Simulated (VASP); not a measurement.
# Nb (P6_3/mmc) in VASP: a series of runs

Runs on Nb. Level: PBEsol. Tasks: single point.

All numbers are computed with VASP 6.6.1; they aren't measurements. Logs are shortened: lines on timing, memory, paths and dates and some standing lists are left out, and cuts for length are marked.

**1. The cell of the first run**

It takes space group P6_3/mmc (No. 194, hexagonal). Conventional cell: a = 2.829 Å, b = 2.829 Å, c = 10.409 Å, α = 90.00°, β = 90.00°, γ = 120.00°. Within 3.7 Å of Nb (site symmetry -3m) lie 12 Nb at 2.83 to 3.07 Å. Nb (site symmetry -6m2) has 12 Nb at 2.83 to 3.07 Å within 3.7 Å.

This isn't the form of Nb at room conditions, which is bcc.

**2. Single point, PBEsol**

Contents of INCAR:

```
PREC = Accurate
ENCUT = 520
EDIFF = 1E-7
ISMEAR = -1
SIGMA = 0.1
LREAL = F
LASPH = T
NELM = 100
ALGO = Normal
ISIF = 2
LWAVE = F
LCHARG = F
GGA = PS
NBANDS = 34
```

Contents of KPOINTS:

```
Automatic mesh
0
Gamma
  12 12 4
```

Contents of POSCAR:

```
Nb
1.0
    2.8294556228      0.0000000000      0.0000000000
   -1.4147278114      2.4503804482      0.0000000000
    0.0000000000      0.0000000000     10.4087961945
Nb
4
Direct
    0.0000000000      1.0000000000      1.0000000000
    0.0000000000      1.0000000000      0.5000000000
    0.3333333333      0.6666666667      0.2500000000
    0.6666666667      0.3333333333      0.7500000000
```

Potentials or basis: VASP PAW PBE potentials, release 64 (Nb_sv).

Run with:

```sh
$ cat potpaw_PBE.64/Nb_sv/POTCAR > POTCAR
$ mpirun -np 1 vasp_std > vasp.out
```

OUTCAR:

```text
PREC = Accurate
   ENCUT = 520
   EDIFF = 1E-7
   ISMEAR = -1
   LREAL = F
   LASPH = T
   NELM = 100
   ISIF = 2
   GGA = PS

 ion  position               nearest neighbor table
   1  0.000  0.000  0.000-
   2  0.000  0.000  0.500-
   3  0.333  0.667  0.250-
   4  0.667  0.333  0.750-

  LATTYP: Found a hexagonal cell.
 ALAT       =     2.8294556228
 C/A-ratio  =     3.6787274947

  Lattice vectors:

 A1 = (   2.8294556228,   0.0000000000,   0.0000000000)
 A2 = (  -1.4147278114,   2.4503804482,   0.0000000000)
 A3 = (   0.0000000000,   0.0000000000,  10.4087961945)

Analysis of symmetry for initial positions (statically):
=====================================================================
 Subroutine PRICEL returns:
 Original cell was already a primitive cell.

 Routine SETGRP: Setting up the symmetry group for a
 hexagonal supercell.

 Subroutine GETGRP returns: Found 24 space group operations
 (whereof 12 operations were pure point group operations)
 out of a pool of 24 trial point group operations.

The static configuration has the point symmetry D_3d.
 The point group associated with its full space group is D_6h.

Analysis of symmetry for dynamics (positions and initial velocities):
=====================================================================
 Subroutine PRICEL returns:
 Original cell was already a primitive cell.

 Routine SETGRP: Setting up the symmetry group for a
 hexagonal supercell.

 Subroutine GETGRP returns: Found 24 space group operations
 (whereof 12 operations were pure point group operations)
 out of a pool of 24 trial point group operations.

The dynamic configuration has the point symmetry D_3d.
 The point group associated with its full space group is D_6h.

 Subroutine INISYM returns: Found 24 space group operations
 (whereof 12 operations are pure point group operations),
 and found     1 'primitive' translations

----------------------------------------------------------------------------------------

                                     Primitive cell

  volume of cell :      72.1667

  direct lattice vectors                    reciprocal lattice vectors
     2.829455623  0.000000000  0.000000000     0.353424875  0.204049947  0.000000000
    -1.414727811  2.450380448  0.000000000     0.000000000  0.408099894  0.000000000
     0.000000000  0.000000000 10.408796195     0.000000000  0.000000000  0.096072589

  length of vectors
     2.829455623  2.829455623 10.408796195     0.408099894  0.408099894  0.096072589

  position of ions in fractional coordinates (direct lattice)
     0.000000000  0.000000000  0.000000000
     0.000000000  0.000000000  0.500000000
     0.333333333  0.666666667  0.250000000
     0.666666667  0.333333333  0.750000000

  ion indices of the primitive-cell ions
   primitive index   ion index
                 1           1
                 2           2
                 3           3
                 4           4

----------------------------------------------------------------------------------------

 KPOINTS: Automatic mesh

Automatic generation of k-mesh.
 Grid dimensions read from file:
 generate k-points for:   12   12    4

 Generating k-lattice:

  Cartesian coordinates                     Fractional coordinates (reciprocal lattice)
     0.029452073  0.017004162  0.000000000     0.083333333  0.000000000  0.000000000
     0.000000000  0.034008324  0.000000000     0.000000000  0.083333333  0.000000000
     0.000000000  0.000000000  0.024018147     0.000000000  0.000000000  0.250000000

  Length of vectors
     0.034008324  0.034008324  0.024018147

  Shift w.r.t. Gamma in fractional coordinates (k-lattice)
     0.000000000  0.000000000  0.000000000

 Subroutine IBZKPT returns following result:
 ===========================================

 Found     57 irreducible k-points:

 Following reciprocal coordinates:
            Coordinates               Weight
  0.000000  0.000000  0.000000      1.000000
  0.083333  0.000000  0.000000      6.000000
  0.166667  0.000000  0.000000      6.000000
  0.250000  0.000000  0.000000      6.000000
  0.333333  0.000000  0.000000      6.000000
  0.416667  0.000000  0.000000      6.000000
[... 16 lines left out ...]
  0.250000  0.000000  0.250000     12.000000
  0.333333  0.000000  0.250000     12.000000
 [... further k-points ...]
   k-points           NKPTS =     57   k-points in BZ     NKDIM =     57   number of bands    NBANDS=     34
   number of dos      NEDOS =    301   number of ions     NIONS =      4
   total plane-waves  NPLWV =  46080
   dimension x,y,z NGX =    24 NGY =   24 NGZ =   80
   dimension x,y,z NGXF=    48 NGYF=   48 NGZF=  160
   ions per type =               4
   NGX,Y,Z   is equivalent  to a cutoff of  14.10, 14.10, 12.78 a.u.
   NGXF,Y,Z  is equivalent  to a cutoff of  28.20, 28.20, 25.55 a.u.
 SYSTEM =  unknown system
   PREC   = accura    normal or accurate (medium, high low for compatibility)
   ISTART =      0    job   : 0-new  1-cont  2-samecut
   ICHARG =      2    charge: 1-file 2-atom 10-const
   ISPIN  =      1    spin polarized calculation?
   LNONCOLLINEAR =      F non collinear calculations
   LSORBIT =      F    spin-orbit coupling
   LASPH  =      T    aspherical Exc in radial PAW
   ENCUT  =  520.0 eV  38.22 Ry    6.18 a.u.   5.26  5.26 19.35*2*pi/ulx,y,z
   NELM   =    100;   NELMIN=  2; NELMDL= -5     # of ELM steps
   EDIFF  = 0.1E-06   stopping-criterion for ELM
   LREAL  =      F    real-space projection
   EDIFFG = 0.1E-05   stopping-criterion for IOM
   NSW    =      0    number of steps for IOM
   IBRION =     -1    ionic relax: 0-MD 1-quasi-New 2-CG
   NFREE  =      0    steps in history (QN), initial steepest desc. (CG)
   ISIF   =      2    stress and relaxation
   ISYM   =      2    0-nonsym 1-usesym 2-fastsym
   POTIM  = 0.5000    time-step for ionic-motion
   TEBEG  =    0.0;   TEEND  =   0.0 temperature during run
   PSTRESS=    0.0 pullay stress
   NELECT =      52.0000    total number of electrons
   NUPDOWN=      -1.0000    fix difference up-down
   EMIN   =  10.00;   EMAX   =-10.00  energy-range for DOS
   EFERMI =   0.00;   METHOD = LEGACY
   ISMEAR =    -1;   SIGMA  =   0.10  broadening in eV -4-tet -1-fermi 0-gaus
   EFERMI_NEDOS =   21; number of points for ismear=-14 and -15
   IALGO  =     38    algorithm
   IMIX   =      4    mixing-type and parameters
     AMIX     =   0.40;   BMIX     =  1.00
     AMIX_MAG =   1.60;   BMIX_MAG =  1.00
  volume/ion in A,a.u.               =      18.04       121.75
  Fermi-wavevector in a.u.,A,eV,Ry     =   1.467676  2.773506 29.307956  2.154074
  Thomas-Fermi vector in A             =   2.583266
   LORBIT       =      0    0 simple, 1 ext, 2 COOP (PROOUT), +10 PAW based schemes
   GGA     = PS    functional components
   LHFCALC =     F    Hartree Fock is set to
   AEXX    =    0.0000 exact exchange contribution
   IVDW    =     0    specifies the selected vdW correction
   LEPSILON=     F    determine dielectric tensor
   LRPA    =     F    only Hartree local field effects (RPA)
 non-spin polarized calculation
  energy-cutoff  :      520.00
  volume of cell :       72.17
 maximum number of plane-waves:      1960
 NGX is ok and might be reduce to    24
   NGX = 11   NGY = 11   NGZ = 39

 number of electron      51.9999999 magnetization

 Free energy of the ion-electron system (eV)
  ---------------------------------------------------
  ext. energy  EPLUGINS =         0.00000000
  ---------------------------------------------------
  free energy    TOTEN  =       -42.68270571 eV

  energy without entropy =      -42.51904403  energy(sigma->0) =      -42.60087487

 E-fermi :  11.3671     XC(G=0): -12.6040

 val. band max:       11.3638628410   @ k =   0.2500   0.0833   0.0000
 cond. band min:      11.3830392662   @ k =   0.2500   0.2500   0.0000
 fundamental gap:      0.0191764252
 Fermi energy:        11.3670965814

 k-point     1 :       0.0000    0.0000    0.0000
  band No.  band energies     occupation
      1     -43.2413      2.00000
      2     -43.1843      2.00000
      3     -43.1572      2.00000
      4     -43.0991      2.00000
      5     -19.7919      2.00000
      6     -19.3081      2.00000
[... 26 lines left out ...]
     33      14.2493      0.00000
     34      14.2552      0.00000

 k-point     2 :       0.0833    0.0000    0.0000
  band No.  band energies     occupation
      1     -43.2236      2.00000
      2     -43.1686      2.00000
      3     -43.1415      2.00000
      4     -43.0854      2.00000
      5     -19.7615      2.00000
      6     -19.2981      2.00000
[... 26 lines left out ...]
     33      13.8053      0.00000
     34      14.0048      0.00000

 k-point     3 :       0.1667    0.0000    0.0000
  band No.  band energies     occupation
      1     -43.1748      2.00000
      2     -43.1255      2.00000
      3     -43.0984      2.00000
      4     -43.0483      2.00000
      5     -19.6756      2.00000
      6     -19.2844      2.00000
[... 26 lines left out ...]
     33      12.9761      0.00000
     34      13.5371      0.00000

 k-point     4 :       0.2500    0.0000    0.0000
  band No.  band energies     occupation
      1     -43.1062      2.00000
      2     -43.0661      2.00000
      3     -43.0389      2.00000
      4     -42.9981      2.00000
      5     -19.5524      2.00000
      6     -19.3794      2.00000
[... 26 lines left out ...]
     33      13.9722      0.00000
     34      14.0345      0.00000

 k-point     5 :       0.3333    0.0000    0.0000
  band No.  band energies     occupation
      1     -43.0347      2.00000
      2     -43.0058      2.00000
      3     -42.9786      2.00000
      4     -42.9494      2.00000
      5     -19.6757      2.00000
      6     -19.6691      2.00000
[... 621 lines left out ...]
 k-point    22 :       0.1667    0.0000    0.2500
  band No.  band energies     occupation
      1     -43.1703      2.00000
      2     -43.1392      2.00000
      3     -43.0847      2.00000
      4     -43.0530      2.00000
      5     -19.6458      2.00000
      6     -19.4309      2.00000
[... 26 lines left out ...]
     33      13.1450      0.00000
     34      13.7063      0.00000

 k-point    23 :       0.2500    0.0000    0.2500
  band No.  band energies     occupation
      1     -43.1024      2.00000
      2     -43.0766      2.00000
      3     -43.0283      2.00000
      4     -43.0020      2.00000
      5     -19.5378      2.00000
      6     -19.4378      2.00000
[... 26 lines left out ...]
     33      14.0526      0.00000
     34      14.1639      0.00000

 k-point    24 :       0.3333    0.0000    0.2500
  band No.  band energies     occupation
      1     -43.0318      2.00000
      2     -43.0128      2.00000
      3     -42.9716      2.00000
      4     -42.9524      2.00000
      5     -19.6777      2.00000
      6     -19.6535      2.00000
[... 26 lines left out ...]
     33      14.6191      0.00000
     34      15.1946      0.00000

 [... further k-points ...]

------------------------ aborting loop because EDIFF is reached ----------------------------------------

  FORCE on cell =-STRESS in cart. coord.  units (eV):
  Direction    XX          YY          ZZ          XY          YZ          ZX
  --------------------------------------------------------------------------------------
  -------------------------------------------------------------------------------------
  Total       -0.1153718     -0.1153718     -0.1269668      0.0000000     -0.0000000      0.0000000
  in kB       -2.5613768     -2.5613768     -2.8187971      0.0000000     -0.0000000      0.0000000
  external PRESSURE =      -2.6471836 kB  Pullay stress =       0.0000000 kB

 VOLUME and BASIS-vectors are now :
 -----------------------------------------------------------------------------
  energy-cutoff  :      520.00
  volume of cell :       72.17
      direct lattice vectors                 reciprocal lattice vectors
     2.829455623  0.000000000  0.000000000     0.353424875  0.204049947  0.000000000
    -1.414727811  2.450380448  0.000000000     0.000000000  0.408099894  0.000000000
     0.000000000  0.000000000 10.408796195     0.000000000  0.000000000  0.096072589

 POSITION                                       TOTAL-FORCE (eV/Angst)
 -----------------------------------------------------------------------------------
      0.00000      0.00000      0.00000         0.000000      0.000000     -0.000000
      0.00000      0.00000      5.20440         0.000000      0.000000     -0.000000
     -0.00000      1.63359      2.60220         0.000000     -0.000000     -0.000000
      1.41473      0.81679      7.80660        -0.000000      0.000000      0.000000
 -----------------------------------------------------------------------------------
    total drift:                               -0.000000      0.000000     -0.000000

  FREE ENERGIE OF THE ION-ELECTRON SYSTEM (eV)
  ---------------------------------------------------
  free  energy   TOTEN  =       -42.6827057105 eV

  energy  without entropy=      -42.5190440314  energy(sigma->0) =      -42.60087487
```

Run time: 60 s. Hardware: 1 thread of Intel Xeon 6975P-C (Granite Rapids), shared host; peak memory 0.25 GiB.

Results:

```yaml
Free_energy: -42.6827 eV
Pressure: -0.3 GPa
Band_gap_on_the_k_mesh: zero (bands 26 and 27 overlap by 1.50 eV)
```

Levels at points of the mesh, in eV from the Fermi level:
```tsv
k point	band 24	band 25	band 26	band 27	band 28	band 29
(0.00, 0.00, 0.00)	0.26	0.26	0.38	0.38	0.49	0.56
(0.50, 0.00, 0.00)	-1.34	0.08	0.38	0.78	2.30	2.32
(0.00, 0.00, 0.50)	-0.39	0.33	0.33	0.33	0.33	0.60
(0.50, 0.00, 0.50)	-1.49	1.04	1.04	1.19	1.19	1.56
```

Caveat: the PAW data sets were made with another functional, which shifts forces and pressure a little.

**3. Single point, PBEsol (15.88 Å³/atom)**

This run uses another cell than the first one, of 15.88 Å³/atom.

Contents of INCAR:

```
SYSTEM = Nb
ALGO = Normal
EDIFF = 1E-6
ENCUT = 520
GGA = PS
ISIF = 2
ISMEAR = -1
LASPH = .True.
LCHARG = .False.
LREAL = .False.
LWAVE = .False.
NBANDS = 34
NELM = 60
PREC = Accurate
SIGMA = 0.1
```

Contents of KPOINTS:

```
k-points
0
Gamma
  14 14 4
  0 0 0
```

Contents of POSCAR:

```
Nb
1.0
    2.7114219712      0.0000000000      0.0000000000
   -1.3557109856      2.3481603074      0.0000000000
    0.0000000000      0.0000000000      9.9745825549
Nb
4
Direct
    0.0000000000      1.0000000000      1.0000000000
    0.0000000000      1.0000000000      0.5000000000
    0.3333333333      0.6666666667      0.2500000000
    0.6666666667      0.3333333333      0.7500000000
```

Potentials or basis: VASP PAW PBE potentials, release 64 (Nb_sv).

Run with:

```sh
$ cat potpaw_PBE.64/Nb_sv/POTCAR > POTCAR
$ mpirun -np 1 vasp_std > vasp.out
```

OUTCAR:

```text
SYSTEM = Nb
   EDIFF = 1E-6
   ENCUT = 520
   GGA = PS
   ISIF = 2
   ISMEAR = -1
   LASPH = .True.
   LREAL = .False.
   NELM = 60
   PREC = Accurate

 ion  position               nearest neighbor table
   1  0.000  0.000  0.000-   3 2.94   4 2.94   3 2.94   4 2.94   4 2.94   3 2.94
   2  0.000  0.000  0.500-   3 2.94   4 2.94   3 2.94   4 2.94   4 2.94   3 2.94
   3  0.333  0.667  0.250-   1 2.94   2 2.94   1 2.94   2 2.94   1 2.94   2 2.94
   4  0.667  0.333  0.750-   1 2.94   2 2.94   1 2.94   2 2.94   1 2.94   2 2.94

  LATTYP: Found a hexagonal cell.
 ALAT       =     2.7114219712
 C/A-ratio  =     3.6787274946

  Lattice vectors:

 A1 = (   2.7114219712,   0.0000000000,   0.0000000000)
 A2 = (  -1.3557109856,   2.3481603074,   0.0000000000)
 A3 = (   0.0000000000,   0.0000000000,   9.9745825549)

Analysis of symmetry for initial positions (statically):
=====================================================================
 Subroutine PRICEL returns:
 Original cell was already a primitive cell.

 Routine SETGRP: Setting up the symmetry group for a
 hexagonal supercell.

 Subroutine GETGRP returns: Found 24 space group operations
 (whereof 12 operations were pure point group operations)
[... 170 lines left out ...]

 val. band max:       13.2813442900   @ k =   0.1429   0.0000   0.5000
 cond. band min:      13.2882854002   @ k =   0.0714   0.0714   0.5000
 fundamental gap:      0.0069411103
 Fermi energy:        13.2864339177

 k-point     1 :       0.0000    0.0000    0.0000
  band No.  band energies     occupation
      1     -41.2704      2.00000
      2     -41.1654      2.00000
      3     -41.1397      2.00000
      4     -41.0315      2.00000
      5     -18.0688      2.00000
      6     -17.3368      2.00000
[... 877 lines left out ...]
     33      17.1020      0.00000
     34      17.7579      0.00000

 [... further k-points ...]

------------------------ aborting loop because EDIFF is reached ----------------------------------------

  FORCE on cell =-STRESS in cart. coord.  units (eV):
  Direction    XX          YY          ZZ          XY          YZ          ZX
  --------------------------------------------------------------------------------------
  -------------------------------------------------------------------------------------
  Total       11.3061434     11.3061434     10.3543629      0.0000000      0.0000000      0.0000000
  in kB      285.2367576    285.2367576    261.2247851      0.0000000      0.0000000      0.0000000
  external PRESSURE =     277.2327668 kB  Pullay stress =       0.0000000 kB

 VOLUME and BASIS-vectors are now :
 -----------------------------------------------------------------------------
  energy-cutoff  :      520.00
  volume of cell :       63.51
      direct lattice vectors                 reciprocal lattice vectors
     2.711421971  0.000000000  0.000000000     0.368810171  0.212932651  0.000000000
    -1.355710986  2.348160307  0.000000000     0.000000000  0.425865303  0.000000000
     0.000000000  0.000000000  9.974582555     0.000000000  0.000000000  0.100254822

 POSITION                                       TOTAL-FORCE (eV/Angst)
 -----------------------------------------------------------------------------------
      0.00000      0.00000      0.00000         0.000000      0.000000      0.000000
      0.00000      0.00000      4.98729         0.000000      0.000000      0.000000
     -0.00000      1.56544      2.49365        -0.000000     -0.000000      0.000000
      1.35571      0.78272      7.48094         0.000000      0.000000     -0.000000
 -----------------------------------------------------------------------------------
    total drift:                                0.000000     -0.000000      0.000000

  FREE ENERGIE OF THE ION-ELECTRON SYSTEM (eV)
  ---------------------------------------------------
  free  energy   TOTEN  =       -42.0002477452 eV

  energy  without entropy=      -41.8455504780  energy(sigma->0) =      -41.92289911
```

stdout:

```text
POSCAR found type information on POSCAR Nb
 POSCAR found :  1 types and       4 ions
 scaLAPACK will be used
 -----------------------------------------------------------------------------
|                                                                             |
|                                                                             |
|     You enforced a specific xc type in the INCAR file but a different       |
|     I HOPE YOU KNOW WHAT YOU ARE DOING!                                     |
|                                                                             |
 -----------------------------------------------------------------------------

 LDA part: xc-table for (Slater+PW92), standard interpolation
 POSCAR, INCAR and KPOINTS ok, starting setup
 FFT: planning ... GRIDC
 FFT: planning ... GRID_SOFT
 FFT: planning ... GRID
 WAVECAR not read
 entering main loop
```

Wall time 69 s (1 thread of Intel Xeon 6975P-C (Granite Rapids), shared host); peak memory 0.24 GiB.

Results:

```
Free energy            : -42.0002 eV
Pressure               : 27.7 GPa
Band gap on the k mesh : zero (bands 26 and 27 overlap by 1.81 eV)
```

Stress tensor (GPa, compression positive):
```
28.52  0.00  0.00
 0.00 28.52  0.00
 0.00  0.00 26.12
```

Levels at points of the mesh, in eV from the Fermi level:
| k point | band 23 | band 24 | band 25 | band 26 | band 27 | band 28 | band 29 | band 30 |
| --- | --- | --- | --- | --- | --- | --- | --- | --- |
| (0.00, 0.00, 0.00) | -1.38 | 0.16 | 0.16 | 0.30 | 0.30 | 0.52 | 0.52 | 0.68 |
| (0.50, 0.00, 0.00) | -2.77 | -1.66 | 0.23 | 0.50 | 0.74 | 2.55 | 2.57 | 3.21 |
| (0.00, 0.00, 0.50) | -0.11 | -0.11 | 0.25 | 0.25 | 0.25 | 0.25 | 0.57 | 0.57 |
| (0.50, 0.00, 0.50) | -1.86 | -1.86 | 1.22 | 1.22 | 1.38 | 1.38 | 1.96 | 1.96 |

Caveat: the cell stands under pressure; the PAW data sets were made with another functional, which shifts forces and pressure a little.
